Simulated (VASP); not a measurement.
Write the native input for VASP 6.6.1 that does the following.

```
Task                   : single point
Functional             : PBEsol
Potentials or basis    : VASP PAW PBE potentials, release 64 (Mg, O)
Cutoff                 : 520 eV
k mesh                 : 10 × 10 × 10
Occupations            : gaussian, width 0.01 eV
Spin                   : no spin polarisation
Dipole correction      : no
Further INCAR settings : ALGO = Normal; EDIFF = 1e-07; NBANDS = 11
```

The structure of MgO lies in POSCAR:

```
MgO
1.0
    0.0000000000      2.0304906437      2.0304906437
    2.0304906437      0.0000000000      2.0304906437
    2.0304906437      2.0304906437      0.0000000000
Mg O
1 1
Direct
    0.0000000000      0.0000000000      0.0000000000
    0.5000000000      0.5000000000      0.5000000000
```

One way to write it, as run:

INCAR

```
  PREC = Accurate
  ENCUT = 520
  EDIFF = 1E-7
  ISMEAR = 0
  SIGMA = 0.01
  LREAL = False
  LASPH = True
  NELM = 80
  ALGO = Normal
  ISIF = 2
  LWAVE = False
  LCHARG = False
  GGA = PS
  NBANDS = 11
```

KPOINTS

```
regular mesh
0
Gamma
  10 10 10
```

Potentials or basis: VASP PAW PBE potentials, release 64 (Mg, O).

The run is started by

```bash
$ cat potpaw_PBE.64/Mg/POTCAR potpaw_PBE.64/O/POTCAR > POTCAR
$ mpirun -np 1 vasp_std > vasp.out
```

Results of the run:

| Item | Value |
| --- | --- |
| Pressure | 21.8 GPa |
| Band gap on the k mesh | 5.77 eV, direct |

Caveat: the PAW data sets were made with another functional, which shifts forces and pressure a little.

It took 6 s on 1 thread of AMD EPYC 9R45 96-Core Processor (Zen 5), on a shared host, peak memory 0.11 GiB.
